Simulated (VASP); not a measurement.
Runs of VASP 6.6.1 on LiH. Symmetry: Pm-3m, No. 221, cubic system. The conventional cell has a = 2.502 Å, b = 2.502 Å, c = 2.502 Å, α = 90.00°, β = 90.00°, γ = 90.00°. Li (site symmetry m-3m) has 8 H at 2.17 Å and 6 Li at 2.50 Å within 2.9 Å. H (site symmetry m-3m) has 8 Li at 2.17 Å and 6 H at 2.50 Å within 2.9 Å. 

| level | k mesh | smearing | grid for exact exchange (PRECFOCK) | share of exact exchange | screening parameter | gap on the mesh (eV) |
| --- | --- | --- | --- | --- | --- | --- |
| HSE06 | 4 × 4 × 4 | gaussian 0.01 eV | Normal | 0.25 | 0.2079 1/Å | (b) |
| PBE-based screened hybrid with 35 % exact exchange | 4 × 4 × 4 | gaussian 0.01 eV | Normal | 0.35 | 0.2078 1/Å | (a) |
| PBEsol | 8 × 8 × 8, shifted | gaussian 0.01 eV | - | - | - | 1.39 |
| r2SCAN | 8 × 8 × 8 | gaussian 0.01 eV | - | - | - | 1.30 |
| PBEsol | 8 × 8 × 8 | methfessel-paxton 0.05 eV | - | - | - | 0.47 |

Alike in all rows: task single point; potentials or basis VASP PAW PBE potentials, release 64 (Li_sv, H); no spin polarisation; cell as given; cutoff (eV) 520.

Fill in the values left out.

(a) 1.80; (b) 1.46.

Caveats: some runs use coarse meshes; a shifted mesh leaves out Γ, where band edges can lie (at least some runs).

A k mesh can miss the band edges.
